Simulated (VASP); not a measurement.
# Re (Fm-3m) in VASP: single point with LDA

Aim: the single point of Re with LDA.

Program: VASP 6.6.1. These are calculated values, not measurements. Logs are shortened: lines on timing, memory, paths and dates and some standing lists are left out, and cuts for length are marked.

### 1 The cell of the first run

Symmetry: Fm-3m, No. 225, cubic system. Conventional cell: a = 3.950 Å, b = 3.950 Å, c = 3.950 Å, α = 90.00°, β = 90.00°, γ = 90.00°. Within 3.7 Å of Re (site symmetry m-3m) lie 12 Re at 2.79 Å.

### 2 Single point, LDA

Contents of INCAR:

```
PREC = Accurate
ENCUT = 600
EDIFF = 1E-6
ISMEAR = -1
SIGMA = 0.05
LREAL = F
LASPH = T
NELM = 120
ALGO = Normal
ISIF = 2
LWAVE = F
LCHARG = F
NBANDS = 10
GGA_COMPAT = F
```

Contents of KPOINTS:

```
regular mesh
0
Gamma
  10 10 10
```

Contents of POSCAR:

```
Re
1.0
    0.0000000000      1.9750000000      1.9750000000
    1.9750000000      0.0000000000      1.9750000000
    1.9750000000      1.9750000000      0.0000000000
Re
1
Direct
    0.0000000000      0.0000000000      0.0000000000
```

Potentials or basis: VASP PAW LDA potentials, release 64 (Re).

On the command line:

```console
cat potpaw_LDA.64/Re/POTCAR > POTCAR
mpirun -np 1 vasp_std > vasp.out
```

OUTCAR:

```text
PREC = Accurate
   ENCUT = 600
   EDIFF = 1E-6
   ISMEAR = -1
   LREAL = F
   LASPH = T
   NELM = 120
   ISIF = 2

 ion  position               nearest neighbor table
   1  0.000  0.000  0.000-

  LATTYP: Found a face centered cubic cell.
 ALAT       =     3.9500000000

  Lattice vectors:

 A1 = (   0.0000000000,   1.9750000000,   1.9750000000)
 A2 = (   1.9750000000,   0.0000000000,   1.9750000000)
 A3 = (   1.9750000000,   1.9750000000,   0.0000000000)

Analysis of symmetry for initial positions (statically):
=====================================================================
 Subroutine PRICEL returns:
 Original cell was already a primitive cell.

 Routine SETGRP: Setting up the symmetry group for a
 face centered cubic supercell.

 Subroutine GETGRP returns: Found 48 space group operations
 (whereof 48 operations were pure point group operations)
 out of a pool of 48 trial point group operations.

The static configuration has the point symmetry O_h .

Analysis of symmetry for dynamics (positions and initial velocities):
=====================================================================
 Subroutine PRICEL returns:
 Original cell was already a primitive cell.

 Routine SETGRP: Setting up the symmetry group for a
 face centered cubic supercell.

 Subroutine GETGRP returns: Found 48 space group operations
 (whereof 48 operations were pure point group operations)
 out of a pool of 48 trial point group operations.

The dynamic configuration has the point symmetry O_h .

 Subroutine INISYM returns: Found 48 space group operations
 (whereof 48 operations are pure point group operations),
 and found     1 'primitive' translations

----------------------------------------------------------------------------------------

                                     Primitive cell

  volume of cell :      15.4075

  direct lattice vectors                    reciprocal lattice vectors
     0.000000000  1.975000000  1.975000000    -0.253164557  0.253164557  0.253164557
     1.975000000  0.000000000  1.975000000     0.253164557 -0.253164557  0.253164557
     1.975000000  1.975000000  0.000000000     0.253164557  0.253164557 -0.253164557

  length of vectors
     2.793071786  2.793071786  2.793071786     0.438493875  0.438493875  0.438493875

  position of ions in fractional coordinates (direct lattice)
     0.000000000  0.000000000  0.000000000

  ion indices of the primitive-cell ions
   primitive index   ion index
                 1           1

----------------------------------------------------------------------------------------

 KPOINTS: regular mesh

Automatic generation of k-mesh.
 Grid dimensions read from file:
 generate k-points for:   10   10   10

 Generating k-lattice:

  Cartesian coordinates                     Fractional coordinates (reciprocal lattice)
    -0.025316456  0.025316456  0.025316456     0.100000000  0.000000000  0.000000000
     0.025316456 -0.025316456  0.025316456     0.000000000  0.100000000  0.000000000
     0.025316456  0.025316456 -0.025316456     0.000000000  0.000000000  0.100000000

  Length of vectors
     0.043849388  0.043849388  0.043849388

  Shift w.r.t. Gamma in fractional coordinates (k-lattice)
     0.000000000  0.000000000  0.000000000

 Subroutine IBZKPT returns following result:
 ===========================================

 Found     47 irreducible k-points:

 Following reciprocal coordinates:
            Coordinates               Weight
  0.000000  0.000000  0.000000      1.000000
  0.100000  0.000000  0.000000      8.000000
  0.200000  0.000000  0.000000      8.000000
  0.300000  0.000000  0.000000      8.000000
  0.400000  0.000000  0.000000      8.000000
  0.500000  0.000000  0.000000      4.000000
[... 16 lines left out ...]
  0.300000  0.300000  0.000000      6.000000
  0.400000  0.300000  0.000000     24.000000
 [... further k-points ...]
   k-points           NKPTS =     47   k-points in BZ     NKDIM =     47   number of bands    NBANDS=     10
   number of dos      NEDOS =    301   number of ions     NIONS =      1
   total plane-waves  NPLWV =  13824
   dimension x,y,z NGX =    24 NGY =   24 NGZ =   24
   dimension x,y,z NGXF=    48 NGYF=   48 NGZF=   48
   ions per type =               1
   NGX,Y,Z   is equivalent  to a cutoff of  14.28, 14.28, 14.28 a.u.
   NGXF,Y,Z  is equivalent  to a cutoff of  28.57, 28.57, 28.57 a.u.
 SYSTEM =  unknown system
   PREC   = accura    normal or accurate (medium, high low for compatibility)
   ISTART =      0    job   : 0-new  1-cont  2-samecut
   ICHARG =      2    charge: 1-file 2-atom 10-const
   ISPIN  =      1    spin polarized calculation?
   LNONCOLLINEAR =      F non collinear calculations
   LSORBIT =      F    spin-orbit coupling
   LASPH  =      T    aspherical Exc in radial PAW
   ENCUT  =  600.0 eV  44.10 Ry    6.64 a.u.   5.58  5.58  5.58*2*pi/ulx,y,z
   NELM   =    120;   NELMIN=  2; NELMDL= -5     # of ELM steps
   EDIFF  = 0.1E-05   stopping-criterion for ELM
   LREAL  =      F    real-space projection
   EDIFFG = 0.1E-04   stopping-criterion for IOM
   NSW    =      0    number of steps for IOM
   IBRION =     -1    ionic relax: 0-MD 1-quasi-New 2-CG
   NFREE  =      0    steps in history (QN), initial steepest desc. (CG)
   ISIF   =      2    stress and relaxation
   ISYM   =      2    0-nonsym 1-usesym 2-fastsym
   POTIM  = 0.5000    time-step for ionic-motion
   TEBEG  =    0.0;   TEEND  =   0.0 temperature during run
   PSTRESS=    0.0 pullay stress
   NELECT =       7.0000    total number of electrons
   NUPDOWN=      -1.0000    fix difference up-down
   EMIN   =  10.00;   EMAX   =-10.00  energy-range for DOS
   EFERMI =   0.00;   METHOD = LEGACY
   ISMEAR =    -1;   SIGMA  =   0.05  broadening in eV -4-tet -1-fermi 0-gaus
   EFERMI_NEDOS =   21; number of points for ismear=-14 and -15
   IALGO  =     38    algorithm
   IMIX   =      4    mixing-type and parameters
     AMIX     =   0.40;   BMIX     =  1.00
     AMIX_MAG =   1.60;   BMIX_MAG =  1.00
  volume/ion in A,a.u.               =      15.41       103.97
  Fermi-wavevector in a.u.,A,eV,Ry     =   1.258531  2.378278 21.550255  1.583899
  Thomas-Fermi vector in A             =   2.392135
   LORBIT       =      0    0 simple, 1 ext, 2 COOP (PROOUT), +10 PAW based schemes
   GGA     = CA    functional components
   LHFCALC =     F    Hartree Fock is set to
   AEXX    =    0.0000 exact exchange contribution
   IVDW    =     0    specifies the selected vdW correction
   LEPSILON=     F    determine dielectric tensor
   LRPA    =     F    only Hartree local field effects (RPA)
 non-spin polarized calculation
  energy-cutoff  :      600.00
  volume of cell :       15.41
 maximum number of plane-waves:       532
 NGX is ok and might be reduce to    24
   NGX = 11   NGY = 11   NGZ = 11

 number of electron       7.0000000 magnetization

 Free energy of the ion-electron system (eV)
  ---------------------------------------------------
  ext. energy  EPLUGINS =         0.00000000
  ---------------------------------------------------
  free energy    TOTEN  =       -13.63380852 eV

  energy without entropy =      -13.62338052  energy(sigma->0) =      -13.62859452

 E-fermi :   7.5592     XC(G=0): -13.5944

 val. band max:        7.5356630661   @ k =   0.3000   0.2000   0.0000
 cond. band min:       7.5633206969   @ k =  -0.3000   0.3000   0.1000
 fundamental gap:      0.0276576308
 Fermi energy:         7.5591642536

 k-point     1 :       0.0000    0.0000    0.0000
  band No.  band energies     occupation
      1      -2.2013      2.00000
      2       5.7289      2.00000
      3       5.7289      2.00000
      4       5.7289      2.00000
      5       8.6808      0.00000
      6       8.6808      0.00000
      7      21.4759      0.00000
      8      26.8123      0.00000
      9      26.8123      0.00000
     10      26.8123      0.00000

 k-point     2 :       0.1000    0.0000    0.0000
  band No.  band energies     occupation
      1      -1.7660      2.00000
      2       5.4572      2.00000
      3       5.9218      2.00000
      4       5.9218      2.00000
      5       8.5414      0.00000
      6       8.5414      0.00000
      7      22.2890      0.00000
      8      25.0426      0.00000
      9      27.6006      0.00000
     10      27.6006      0.00000

 k-point     3 :       0.2000    0.0000    0.0000
  band No.  band energies     occupation
      1      -0.6295      2.00000
      2       4.9967      2.00000
      3       6.2029      2.00000
      4       6.2029      2.00000
      5       8.5351      0.00000
      6       8.5351      0.00000
      7      22.3746      0.00000
      8      24.3820      0.00000
      9      29.7434      0.00000
     10      29.7434      0.00000

 k-point     4 :       0.3000    0.0000    0.0000
  band No.  band energies     occupation
      1       0.5462      2.00000
      2       5.2250      2.00000
      3       6.0215      2.00000
      4       6.0215      2.00000
      5       9.3485      0.00000
      6       9.3485      0.00000
      7      20.2904      0.00000
      8      24.1441      0.00000
      9      31.2639      0.00000
     10      31.2847      0.00000
[... 222 lines left out ...]
 k-point    22 :      -0.2000    0.2000    0.0000
  band No.  band energies     occupation
      1       1.4934      2.00000
      2       4.3080      2.00000
      3       5.4887      2.00000
      4       7.1442      1.99950
      5       7.5848      0.74895
      6      11.2734      0.00000
      7      21.6684      0.00000
      8      25.5233      0.00000
      9      25.9965      0.00000
     10      27.8604      0.00000

 k-point    23 :       0.3000    0.3000    0.0000
  band No.  band energies     occupation
      1       1.3349      2.00000
      2       2.9868      2.00000
      3       6.4578      2.00000
      4       8.7539      0.00000
      5       8.7539      0.00000
      6      10.1124      0.00000
      7      24.5047      0.00000
      8      24.5047      0.00000
      9      25.8076      0.00000
     10      28.3895      0.00000

 k-point    24 :       0.4000    0.3000    0.0000
  band No.  band energies     occupation
      1       1.6950      2.00000
      2       2.7371      2.00000
      3       6.5635      2.00000
      4       8.9839      0.00000
      5      10.5584      0.00000
      6      10.9208      0.00000
      7      21.1124      0.00000
      8      23.1493      0.00000
      9      24.6576      0.00000
     10      28.7583      0.00000

 [... further k-points ...]

------------------------ aborting loop because EDIFF is reached ----------------------------------------

  FORCE on cell =-STRESS in cart. coord.  units (eV):
  Direction    XX          YY          ZZ          XY          YZ          ZX
  --------------------------------------------------------------------------------------
  -------------------------------------------------------------------------------------
  Total       -2.2184574     -2.2184574     -2.2184574      0.0000000     -0.0000000      0.0000000
  in kB     -230.6908550   -230.6908550   -230.6908550      0.0000000     -0.0000000      0.0000000
  external PRESSURE =    -230.6908550 kB  Pullay stress =       0.0000000 kB

 VOLUME and BASIS-vectors are now :
 -----------------------------------------------------------------------------
  energy-cutoff  :      600.00
  volume of cell :       15.41
      direct lattice vectors                 reciprocal lattice vectors
     0.000000000  1.975000000  1.975000000    -0.253164557  0.253164557  0.253164557
     1.975000000  0.000000000  1.975000000     0.253164557 -0.253164557  0.253164557
     1.975000000  1.975000000  0.000000000     0.253164557  0.253164557 -0.253164557

 POSITION                                       TOTAL-FORCE (eV/Angst)
 -----------------------------------------------------------------------------------
      0.00000      0.00000      0.00000         0.000000      0.000000     -0.000000
 -----------------------------------------------------------------------------------
    total drift:                               -0.000000      0.000000     -0.000000

  FREE ENERGIE OF THE ION-ELECTRON SYSTEM (eV)
  ---------------------------------------------------
  free  energy   TOTEN  =       -13.6338085246 eV

  energy  without entropy=      -13.6233805156  energy(sigma->0) =      -13.62859452
```

It took 5.4 s on 1 thread of AMD EPYC 9R45 (Zen 5), shared host; peak memory 0.1 GiB.

What came out:

```
Free energy : -13.6338 eV
Pressure    : -23.1 GPa
```

Caveat: spin-orbit coupling is left out, which moves the levels of the heavy elements.
